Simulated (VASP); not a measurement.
# Ge (Fmmm) in VASP: further runs

The runs below take Ge through single point, with PBEsol.

All numbers are computed with VASP 6.6.1; they aren't measurements. Logs are shortened: lines on timing, memory, paths and dates and some standing lists are left out, and cuts for length are marked.

## Step 1: The cell of the first run

The structure is orthorhombic, space group Fmmm (No. 69). Conventional cell: a = 5.224 Å, b = 5.702 Å, c = 9.873 Å, α = 90.00°, β = 90.00°, γ = 90.00°. Within 3.5 Å of Ge (site symmetry mm2) lie 8 Ge at 2.66 to 3.02 Å. Within 3.4 Å of Ge (site symmetry m2m) lie 8 Ge at 2.59 to 3.11 Å.

## Step 2: Single point, PBEsol

INCAR

```
  ALGO = Normal
  EDIFF = 1E-7
  ENCUT = 520
  GGA = PS
  ISIF = 2
  ISMEAR = 0
  LASPH = T
  LCHARG = F
  LREAL = F
  LWAVE = F
  NBANDS = 36
  NELM = 100
  PREC = Accurate
  SIGMA = 0.15
```

KPOINTS

```
k-points
0
Gamma
  10 10 10
```

POSCAR

```
Ge
1.0
    0.0000000000      2.8511133370      4.9366879309
    2.6120665645      0.0000000000      4.9366879309
    2.6120665645      2.8511133370      0.0000000000
Ge
4
Direct
    0.7763173169      0.7763173169      0.2236826831
    0.2236826831      0.2236826831      0.7763173169
    0.2727382667      0.7272617333      0.2727382667
    0.7272617333      0.2727382667      0.7272617333
```

Potentials or basis: VASP PAW PBE potentials, release 64 (Ge_d).

Run with:

```bash
$ cat potpaw_PBE.64/Ge_d/POTCAR > POTCAR
$ mpirun -np 1 vasp_std > vasp.out
```

OUTCAR:

```text
EDIFF = 1E-7
   ENCUT = 520
   GGA = PS
   ISIF = 2
   ISMEAR = 0
   LASPH = T
   LREAL = F
   NELM = 100
   PREC = Accurate

 ion  position               nearest neighbor table
   1  0.776  0.776  0.224-   2 2.66   2 2.66   3 2.70   4 2.70   2 2.90   2 2.90
   2  0.224  0.224  0.776-   1 2.66   1 2.66   3 2.70   4 2.70   1 2.90   1 2.90
   3  0.273  0.727  0.273-   4 2.59   4 2.62   4 2.62   2 2.70   1 2.70
   4  0.727  0.273  0.727-   3 2.59   3 2.62   3 2.62   2 2.70   1 2.70

  LATTYP: Found a face centered orthorhombic cell.
 ALAT       =     5.2241331290
 B/A-ratio  =     1.0915163403
 C/A-ratio  =     1.8899548725

  Lattice vectors:

 A1 = (   0.0000000000,   2.8511133370,   4.9366879309)
 A2 = (   2.6120665645,   0.0000000000,   4.9366879309)
 A3 = (   2.6120665645,   2.8511133370,   0.0000000000)

Analysis of symmetry for initial positions (statically):
=====================================================================
 Subroutine PRICEL returns:
 Original cell was already a primitive cell.

 Routine SETGRP: Setting up the symmetry group for a
 face centered orthorhombic supercell.

 Subroutine GETGRP returns: Found  8 space group operations
 (whereof  8 operations were pure point group operations)
 out of a pool of  8 trial point group operations.

The static configuration has the point symmetry D_2h.

Analysis of symmetry for dynamics (positions and initial velocities):
=====================================================================
 Subroutine PRICEL returns:
 Original cell was already a primitive cell.

 Routine SETGRP: Setting up the symmetry group for a
 face centered orthorhombic supercell.

 Subroutine GETGRP returns: Found  8 space group operations
 (whereof  8 operations were pure point group operations)
 out of a pool of  8 trial point group operations.

The dynamic configuration has the point symmetry D_2h.

 Subroutine INISYM returns: Found  8 space group operations
 (whereof  8 operations are pure point group operations),
 and found     1 'primitive' translations

----------------------------------------------------------------------------------------

                                     Primitive cell

  volume of cell :      73.5300

  direct lattice vectors                    reciprocal lattice vectors
     0.000000000  2.851113337  4.936687931    -0.191419318  0.175370089  0.101282481
     2.612066565  0.000000000  4.936687931     0.191419318 -0.175370089  0.101282481
     2.612066565  2.851113337  0.000000000     0.191419318  0.175370089 -0.101282481

  length of vectors
     5.700853882  5.585139162  3.866747858     0.278664968  0.278664968  0.278664968

  position of ions in fractional coordinates (direct lattice)
     0.776317317  0.776317317  0.223682683
     0.223682683  0.223682683  0.776317317
     0.272738267  0.727261733  0.272738267
     0.727261733  0.272738267  0.727261733

  ion indices of the primitive-cell ions
   primitive index   ion index
                 1           1
                 2           2
                 3           3
                 4           4

----------------------------------------------------------------------------------------

 KPOINTS: k-points

Automatic generation of k-mesh.
 Grid dimensions read from file:
 generate k-points for:   10   10   10

 Generating k-lattice:

  Cartesian coordinates                     Fractional coordinates (reciprocal lattice)
    -0.019141932  0.017537009  0.010128248     0.100000000 -0.000000000  0.000000000
     0.019141932 -0.017537009  0.010128248    -0.000000000  0.100000000  0.000000000
     0.019141932  0.017537009 -0.010128248     0.000000000  0.000000000  0.100000000

  Length of vectors
     0.027866497  0.027866497  0.027866497

  Shift w.r.t. Gamma in fractional coordinates (k-lattice)
     0.000000000  0.000000000  0.000000000

 Subroutine IBZKPT returns following result:
 ===========================================

 Found    171 irreducible k-points:

 Following reciprocal coordinates:
            Coordinates               Weight
  0.000000  0.000000  0.000000      1.000000
  0.100000 -0.000000 -0.000000      8.000000
  0.200000 -0.000000 -0.000000      8.000000
  0.300000 -0.000000 -0.000000      8.000000
  0.400000 -0.000000 -0.000000      8.000000
  0.500000 -0.000000 -0.000000      4.000000
[... 16 lines left out ...]
  0.300000  0.300000  0.000000      2.000000
  0.400000  0.300000 -0.000000      8.000000
 [... further k-points ...]
   k-points           NKPTS =    171   k-points in BZ     NKDIM =    171   number of bands    NBANDS=     36
   number of dos      NEDOS =    301   number of ions     NIONS =      4
   total plane-waves  NPLWV =  52920
   dimension x,y,z NGX =    42 NGY =   42 NGZ =   30
   dimension x,y,z NGXF=    84 NGYF=   84 NGZF=   60
   ions per type =               4
   NGX,Y,Z   is equivalent  to a cutoff of  12.25, 12.50, 12.90 a.u.
   NGXF,Y,Z  is equivalent  to a cutoff of  24.50, 25.00, 25.80 a.u.
 SYSTEM =  unknown system
   PREC   = accura    normal or accurate (medium, high low for compatibility)
   ISTART =      0    job   : 0-new  1-cont  2-samecut
   ICHARG =      2    charge: 1-file 2-atom 10-const
   ISPIN  =      1    spin polarized calculation?
   LNONCOLLINEAR =      F non collinear calculations
   LSORBIT =      F    spin-orbit coupling
   LASPH  =      T    aspherical Exc in radial PAW
   ENCUT  =  520.0 eV  38.22 Ry    6.18 a.u.  10.60 10.38  7.19*2*pi/ulx,y,z
   NELM   =    100;   NELMIN=  2; NELMDL= -5     # of ELM steps
   EDIFF  = 0.1E-06   stopping-criterion for ELM
   LREAL  =      F    real-space projection
   EDIFFG = 0.1E-05   stopping-criterion for IOM
   NSW    =      0    number of steps for IOM
   IBRION =     -1    ionic relax: 0-MD 1-quasi-New 2-CG
   NFREE  =      0    steps in history (QN), initial steepest desc. (CG)
   ISIF   =      2    stress and relaxation
   ISYM   =      2    0-nonsym 1-usesym 2-fastsym
   POTIM  = 0.5000    time-step for ionic-motion
   TEBEG  =    0.0;   TEEND  =   0.0 temperature during run
   PSTRESS=    0.0 pullay stress
   NELECT =      56.0000    total number of electrons
   NUPDOWN=      -1.0000    fix difference up-down
   EMIN   =  10.00;   EMAX   =-10.00  energy-range for DOS
   EFERMI =   0.00;   METHOD = LEGACY
   ISMEAR =     0;   SIGMA  =   0.15  broadening in eV -4-tet -1-fermi 0-gaus
   EFERMI_NEDOS =   21; number of points for ismear=-14 and -15
   IALGO  =     38    algorithm
   IMIX   =      4    mixing-type and parameters
     AMIX     =   0.40;   BMIX     =  1.00
     AMIX_MAG =   1.60;   BMIX_MAG =  1.00
  volume/ion in A,a.u.               =      18.38       124.05
  Fermi-wavevector in a.u.,A,eV,Ry     =   1.495028  2.825194 30.410507  2.235109
  Thomas-Fermi vector in A             =   2.607225
   LORBIT       =      0    0 simple, 1 ext, 2 COOP (PROOUT), +10 PAW based schemes
   GGA     = PS    functional components
   LHFCALC =     F    Hartree Fock is set to
   AEXX    =    0.0000 exact exchange contribution
   IVDW    =     0    specifies the selected vdW correction
   LEPSILON=     F    determine dielectric tensor
   LRPA    =     F    only Hartree local field effects (RPA)
 non-spin polarized calculation
 Gauss-broadening in eV      SIGMA  =   0.15
  energy-cutoff  :      520.00
  volume of cell :       73.53
 maximum number of plane-waves:      2001
   NGX = 21   NGY = 21   NGZ = 15

 number of electron      56.0000014 magnetization

 Free energy of the ion-electron system (eV)
  ---------------------------------------------------
  ext. energy  EPLUGINS =         0.00000000
  ---------------------------------------------------
  free energy    TOTEN  =       -19.04475642 eV

  energy without entropy =      -19.02441090  energy(sigma->0) =      -19.03458366

 E-fermi :   6.7291     XC(G=0): -11.5085

 val. band max:        6.7230085879   @ k =  -0.4000   0.4000   0.1000
 cond. band min:       6.7300508640   @ k =   0.0000   0.1000   0.1000
 fundamental gap:      0.0070422761
 Fermi energy:         6.7291051376

 k-point     1 :       0.0000    0.0000    0.0000
  band No.  band energies     occupation
      1     -17.9516      2.00000
      2     -17.9169      2.00000
      3     -17.8708      2.00000
      4     -17.8579      2.00000
      5     -17.8571      2.00000
      6     -17.8532      2.00000
[... 28 lines left out ...]
     35      14.2464      0.00000
     36      14.9104      0.00000

 k-point     2 :       0.1000   -0.0000   -0.0000
  band No.  band energies     occupation
      1     -17.9450      2.00000
      2     -17.9128      2.00000
      3     -17.8707      2.00000
      4     -17.8592      2.00000
      5     -17.8533      2.00000
      6     -17.8502      2.00000
[... 28 lines left out ...]
     35      13.9140      0.00000
     36      14.5754      0.00000

 k-point     3 :       0.2000   -0.0000   -0.0000
  band No.  band energies     occupation
      1     -17.9261      2.00000
      2     -17.9009      2.00000
      3     -17.8730      2.00000
      4     -17.8578      2.00000
      5     -17.8475      2.00000
      6     -17.8430      2.00000
[... 28 lines left out ...]
     35      13.1384      0.00000
     36      14.1090      0.00000

 k-point     4 :       0.3000   -0.0000   -0.0000
  band No.  band energies     occupation
      1     -17.8978      2.00000
      2     -17.8825      2.00000
      3     -17.8752      2.00000
      4     -17.8580      2.00000
      5     -17.8389      2.00000
      6     -17.8311      2.00000
[... 28 lines left out ...]
     35      13.8632      0.00000
     36      14.0860      0.00000

 k-point     5 :       0.4000   -0.0000   -0.0000
  band No.  band energies     occupation
      1     -17.8789      2.00000
      2     -17.8711      2.00000
      3     -17.8583      2.00000
      4     -17.8513      2.00000
      5     -17.8302      2.00000
      6     -17.8195      2.00000
[... 655 lines left out ...]
 k-point    22 :      -0.2000    0.2000    0.0000
  band No.  band energies     occupation
      1     -17.8730      2.00000
      2     -17.8698      2.00000
      3     -17.8651      2.00000
      4     -17.8569      2.00000
      5     -17.8468      2.00000
      6     -17.8157      2.00000
[... 28 lines left out ...]
     35      13.1018      0.00000
     36      13.1559      0.00000

 k-point    23 :       0.3000    0.3000    0.0000
  band No.  band energies     occupation
      1     -17.9422      2.00000
      2     -17.9123      2.00000
      3     -17.8496      2.00000
      4     -17.8476      2.00000
      5     -17.8471      2.00000
      6     -17.8451      2.00000
[... 28 lines left out ...]
     35      11.8846      0.00000
     36      13.8253      0.00000

 k-point    24 :       0.4000    0.3000   -0.0000
  band No.  band energies     occupation
      1     -17.9340      2.00000
      2     -17.9065      2.00000
      3     -17.8546      2.00000
      4     -17.8520      2.00000
      5     -17.8405      2.00000
      6     -17.8369      2.00000
[... 28 lines left out ...]
     35      12.3703      0.00000
     36      12.9813      0.00000

 [... further k-points ...]
[... 5 lines left out ...]
  --------------------------------------------------------------------------------------
  -------------------------------------------------------------------------------------
  Total        0.0027605     -0.0299646      0.1957663      0.0000000      0.0000000      0.0000000
  in kB        0.0601491     -0.6529114      4.2656399      0.0000000      0.0000000      0.0000000
  external PRESSURE =       1.2242925 kB  Pullay stress =       0.0000000 kB

 VOLUME and BASIS-vectors are now :
 -----------------------------------------------------------------------------
  energy-cutoff  :      520.00
  volume of cell :       73.53
      direct lattice vectors                 reciprocal lattice vectors
     0.000000000  2.851113337  4.936687931    -0.191419318  0.175370089  0.101282481
     2.612066565  0.000000000  4.936687931     0.191419318 -0.175370089  0.101282481
     2.612066565  2.851113337  0.000000000     0.191419318  0.175370089 -0.101282481

 POSITION                                       TOTAL-FORCE (eV/Angst)
 -----------------------------------------------------------------------------------
      2.61207      2.85111      7.66487         0.000000     -0.000000     -0.017197
      2.61207      2.85111      2.20850         0.000000     -0.000000      0.017197
      2.61207      1.55522      4.93669         0.000000      0.005873      0.000000
      2.61207      4.14701      4.93669         0.000000     -0.005873      0.000000
 -----------------------------------------------------------------------------------
    total drift:                                0.000000      0.000000     -0.000000

  FREE ENERGIE OF THE ION-ELECTRON SYSTEM (eV)
  ---------------------------------------------------
  free  energy   TOTEN  =       -19.0447564221 eV

  energy  without entropy=      -19.0244108971  energy(sigma->0) =      -19.03458366
```

Wall time 7.9 min (1 thread of Intel Xeon Platinum 8488C (Sapphire Rapids), shared host); peak memory 0.44 GiB.

What came out:

| Quantity | Value |
| --- | --- |
| Free energy | -19.0448 eV |
| Pressure | 0.1 GPa |
| Largest force | 0.017 eV/Å |
| Band gap on the k mesh | zero (bands 28 and 29 overlap by 3.31 eV) |

Forces on the atoms (eV/Å):
```
Ge   0.000  0.000 -0.017
Ge   0.000  0.000  0.017
Ge   0.000  0.006  0.000
Ge   0.000 -0.006  0.000
```

Caveat: the PAW data sets were made with another functional, which shifts forces and pressure a little.

## Step 3: Single point, PBEsol

INCAR

```
ALGO = Normal
EDIFF = 1E-6
ENCUT = 520
GGA = PS
ISIF = 2
ISMEAR = 0
LASPH = True
LCHARG = False
LREAL = False
LWAVE = False
NBANDS = 36
NELM = 100
PREC = Accurate
SIGMA = 0.1
```

KPOINTS

```
k-points
0
Gamma
  12 12 12
```

POSCAR is that of step 2.

Potentials or basis: VASP PAW PBE potentials, release 64 (Ge_d).

Run with:

```bash
$ cat potpaw_PBE.64/Ge_d/POTCAR > POTCAR
$ mpirun -np 1 vasp_std > vasp.out
```

It took 9.7 min on 1 thread of Intel Xeon Platinum 8488C (Sapphire Rapids), shared host; peak memory 0.6 GiB.

Results (log left out):

```
Free energy            : -19.0463 eV
Pressure               : -0.2 GPa
Band gap on the k mesh : zero (bands 28 and 29 overlap by 3.33 eV)
```

Forces in eV/Å, atoms in the order of the input:
```
Ge   0.000  0.000  0.002
Ge   0.000  0.000 -0.002
Ge   0.000  0.003  0.000
Ge   0.000 -0.003  0.000
```

Levels at points of the mesh, in eV from the Fermi level:
```
           k point  band 26  band 27  band 28  band 29  band 30  band 31
(0.00, 0.00, 0.00)    -2.53    -2.16    -2.02    -1.79     2.92     3.49
(0.50, 0.00, 0.00)    -1.62    -0.72     0.66     0.84     1.14     2.36
(0.50, 0.50, 0.00)    -2.07     0.32     0.77     1.29     1.35     2.14
(0.50, 0.00, 0.50)    -4.42    -3.02    -2.63    -1.19    -0.95     4.21
(0.00, 0.50, 0.50)    -5.61    -3.31    -2.28    -1.82     2.97     4.25
```

Caveat: the PAW data sets were made with another functional, which shifts forces and pressure a little.
